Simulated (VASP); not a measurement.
# Ni (I4/mmm) in VASP: single point with PBEsol

Aim: the single point of Ni with PBEsol.

Everything below comes from runs of VASP 6.6.1. Logs are shortened: lines on timing, memory, paths and dates and some standing lists are left out, and cuts for length are marked.

**1. The cell of the first run**

It takes space group I4/mmm (No. 139, tetragonal). The conventional cell has a = 2.896 Å, b = 2.896 Å, c = 2.500 Å, α = 90.00°, β = 90.00°, γ = 90.00°. Ni (site symmetry 4/mmm) has 14 Ni at 2.40 to 2.90 Å within 3.2 Å.

**2. Single point, PBEsol, collinear spin, ferromagnetic start**

INCAR

```
SYSTEM = Ni
PREC = Accurate
ENCUT = 690
EDIFF = 1E-6
ISMEAR = 0
SIGMA = 0.1
LREAL = .FALSE.
LASPH = .TRUE.
NELM = 200
ALGO = Normal
ISIF = 2
LWAVE = .FALSE.
LCHARG = .TRUE.
ISPIN = 2
MAGMOM = 0.75
LORBIT = 11
LMAXMIX = 4
GGA = PS
LELF = .TRUE.
LVHAR = .TRUE.
NBANDS = 19
GGA_COMPAT = .FALSE.
```

KPOINTS

```
regular mesh
0
G
  22 22 22
  0 0 0
```

POSCAR

```
Ni
1.0
   -1.4482294954      1.4482294954      1.2500641148
    1.4482294954     -1.4482294954      1.2500641148
    1.4482294954      1.4482294954     -1.2500641148
Ni
1
Direct
    0.0000000000      0.0000000000      0.0000000000
```

Potentials or basis: VASP PAW PBE potentials, release 64 (Ni_sv_GW).

Command:

```bash
cat potpaw_PBE.64/Ni_sv_GW/POTCAR > POTCAR
mpirun -np 1 vasp_std > vasp.out
```

OUTCAR:

```text
SYSTEM = Ni
   PREC = Accurate
   ENCUT = 690
   EDIFF = 1E-6
   ISMEAR = 0
   LREAL = .FALSE.
   LASPH = .TRUE.
   NELM = 200
   ISIF = 2
   ISPIN = 2
   LORBIT = 11
   GGA = PS

 ion  position               nearest neighbor table
   1  0.000  0.000  0.000-

  LATTYP: Found a body centered tetragonal cell.
 ALAT       =     2.8964589908
 C/A-ratio  =     0.8631671422

  Lattice vectors:

 A1 = (  -1.4482294954,   1.4482294954,   1.2500641148)
 A2 = (   1.4482294954,  -1.4482294954,   1.2500641148)
 A3 = (   1.4482294954,   1.4482294954,  -1.2500641148)

Analysis of symmetry for initial positions (statically):
=====================================================================
 Subroutine PRICEL returns:
 Original cell was already a primitive cell.

 Routine SETGRP: Setting up the symmetry group for a
 body centered tetragonal supercell.

 Subroutine GETGRP returns: Found 16 space group operations
 (whereof 16 operations were pure point group operations)
 out of a pool of 16 trial point group operations.

The static configuration has the point symmetry D_4h.

Analysis of symmetry for dynamics (positions and initial velocities):
=====================================================================
 Subroutine PRICEL returns:
 Original cell was already a primitive cell.

 Routine SETGRP: Setting up the symmetry group for a
 body centered tetragonal supercell.

 Subroutine GETGRP returns: Found 16 space group operations
 (whereof 16 operations were pure point group operations)
 out of a pool of 16 trial point group operations.

The dynamic configuration has the point symmetry D_4h.

Analysis of structural, dynamic, and magnetic symmetry:
=====================================================================
 Subroutine PRICEL returns:
 Original cell was already a primitive cell.

 Routine SETGRP: Setting up the symmetry group for a
 body centered tetragonal supercell.

 Subroutine GETGRP returns: Found 16 space group operations
 (whereof 16 operations were pure point group operations)
 out of a pool of 16 trial point group operations.

The overall configuration has the point symmetry D_4h.

 Subroutine INISYM returns: Found 16 space group operations
 (whereof 16 operations are pure point group operations),
 and found     1 'primitive' translations

----------------------------------------------------------------------------------------

                                     Primitive cell

  volume of cell :      10.4874

  direct lattice vectors                    reciprocal lattice vectors
[... 97 lines left out ...]
   NUPDOWN=      -1.0000    fix difference up-down
   EMIN   =  10.00;   EMAX   =-10.00  energy-range for DOS
   EFERMI =   0.00;   METHOD = LEGACY
   ISMEAR =     0;   SIGMA  =   0.10  broadening in eV -4-tet -1-fermi 0-gaus
   EFERMI_NEDOS =   21; number of points for ismear=-14 and -15
   IALGO  =     38    algorithm
   IMIX   =      4    mixing-type and parameters
     AMIX     =   0.40;   BMIX     =  1.00
     AMIX_MAG =   1.60;   BMIX_MAG =  1.00
  volume/ion in A,a.u.               =      10.49        70.77
  Fermi-wavevector in a.u.,A,eV,Ry     =   1.960093  3.704038 52.273094  3.841964
  Thomas-Fermi vector in A             =   2.985329
   LORBIT       =     11    0 simple, 1 ext, 2 COOP (PROOUT), +10 PAW based schemes
   GGA     = PS    functional components
   LHFCALC =     F    Hartree Fock is set to
   AEXX    =    0.0000 exact exchange contribution
   IVDW    =     0    specifies the selected vdW correction
   LEPSILON=     F    determine dielectric tensor
   LRPA    =     F    only Hartree local field effects (RPA)
 spin polarized calculation
 Gauss-broadening in eV      SIGMA  =   0.10
  energy-cutoff  :      690.00
  volume of cell :       10.49
 maximum number of plane-waves:       458
 NGX is ok and might be reduce to    24
   NGX = 11   NGY = 11   NGZ = 11

 number of electron      17.9999999 magnetization       0.5796326

 Free energy of the ion-electron system (eV)
  ---------------------------------------------------
  ext. energy  EPLUGINS =         0.00000000
  ---------------------------------------------------
  free energy    TOTEN  =        -6.99190823 eV

  energy without entropy =       -6.98570343  energy(sigma->0) =       -6.98880583

 E-fermi :   8.0398     XC(G=0): -14.3087

 val. band max:        8.0392308015   @ k =  -0.3182   0.4091   0.0455
 cond. band min:       8.0397826296   @ k =  -0.2727   0.3182   0.1364
 fundamental gap:      0.0005518280
 Fermi energy:         8.0397799236

 spin component 1

 k-point     1 :       0.0000    0.0000    0.0000
  band No.  band energies     occupation
      1     -95.2074      1.00000
      2     -55.7160      1.00000
      3     -55.5184      1.00000
      4     -55.5184      1.00000
      5      -1.2831      1.00000
      6       5.0967      1.00000
[... 517 lines left out ...]
     18      53.7679      0.00000
     19      55.1102      0.00000

 [... further k-points ...]

 spin component 2

 k-point     1 :       0.0000    0.0000    0.0000
  band No.  band energies     occupation
      1     -94.4484      1.00000
      2     -54.9156      1.00000
      3     -54.8054      1.00000
      4     -54.8054      1.00000
      5      -1.2895      1.00000
      6       5.8076      1.00000
[... 517 lines left out ...]
     18      53.8832      0.00000
     19      55.1553      0.00000

 [... further k-points ...]
[... 5 lines left out ...]
  --------------------------------------------------------------------------------------
  -------------------------------------------------------------------------------------
  Total       -0.1579253     -0.1579253     -0.1487943      0.0000000      0.0000000      0.0000000
  in kB      -24.1265443    -24.1265443    -22.7315874      0.0000000      0.0000000      0.0000000
  external PRESSURE =     -23.6615586 kB  Pullay stress =       0.0000000 kB

 VOLUME and BASIS-vectors are now :
 -----------------------------------------------------------------------------
  energy-cutoff  :      690.00
  volume of cell :       10.49
      direct lattice vectors                 reciprocal lattice vectors
    -1.448229495  1.448229495  1.250064115     0.000000000  0.345249148  0.399979484
     1.448229495 -1.448229495  1.250064115     0.345249148  0.000000000  0.399979484
     1.448229495  1.448229495 -1.250064115     0.345249148  0.345249148  0.000000000

 POSITION                                       TOTAL-FORCE (eV/Angst)
 -----------------------------------------------------------------------------------
      0.00000      0.00000      0.00000         0.000000      0.000000      0.000000
 -----------------------------------------------------------------------------------
    total drift:                                0.000000      0.000000      0.000000

  FREE ENERGIE OF THE ION-ELECTRON SYSTEM (eV)
  ---------------------------------------------------
  free  energy   TOTEN  =        -6.9919082270 eV

  energy  without entropy=       -6.9857034343  energy(sigma->0) =       -6.98880583

 total charge

# of ion       s       p       d       f       tot
--------------------------------------------------
    1        2.248   6.315   7.817   0.006  16.385

 magnetization (x)

# of ion       s       p       d       f       tot
--------------------------------------------------
    1       -0.001  -0.013   0.626  -0.000   0.612
```

OSZICAR:

```text
N       E                     dE             d eps       ncg     rms          rms(c)
DAV:   1     0.186396442586E+03    0.18640E+03   -0.99496E+03 89949   0.386E+03
DAV:   2    -0.170997672959E+01   -0.18811E+03   -0.17610E+03 98000   0.816E+02
DAV:   3    -0.968784814971E+01   -0.79779E+01   -0.78831E+01100240   0.222E+02
DAV:   4    -0.979939917348E+01   -0.11155E+00   -0.11151E+00 99626   0.149E+01
DAV:   5    -0.980096163841E+01   -0.15625E-02   -0.15623E-02 93346   0.131E+00    0.148E+01
DAV:   6    -0.838849951601E+01    0.14125E+01   -0.10629E+01 73449   0.303E+02    0.968E+00
DAV:   7    -0.706170557531E+01    0.13268E+01   -0.40186E+00 73694   0.152E+02    0.264E+00
DAV:   8    -0.699165623508E+01    0.70049E-01   -0.75700E-02112783   0.144E+01    0.463E-01
DAV:   9    -0.699187036170E+01   -0.21413E-03   -0.26020E-03 98961   0.274E+00    0.153E-01
DAV:  10    -0.699183213417E+01    0.38228E-04   -0.39396E-04 96443   0.154E+00    0.724E-02
DAV:  11    -0.699190757471E+01   -0.75441E-04   -0.22530E-05 97286   0.173E-01    0.401E-02
DAV:  12    -0.699190822698E+01   -0.65227E-06   -0.81375E-06 91639   0.217E-01
   1 F= -.69919082E+01 E0= -.69888058E+01  d E =-.620479E-02  mag=     0.5822
```

Run time: 3.4 min. Hardware: 1 thread of Intel Xeon 6975P-C (Granite Rapids), shared host; peak memory 0.53 GiB.

Results:

- Free energy: -6.9919 eV
- Pressure: -2.4 GPa
- Net moment: 0.58 μB per cell
- Site moments: Ni +0.61 μB
- Valence electrons inside the program's atomic spheres: Ni 16.39

Caveat: the PAW data sets were made with another functional, which shifts forces and pressure a little.
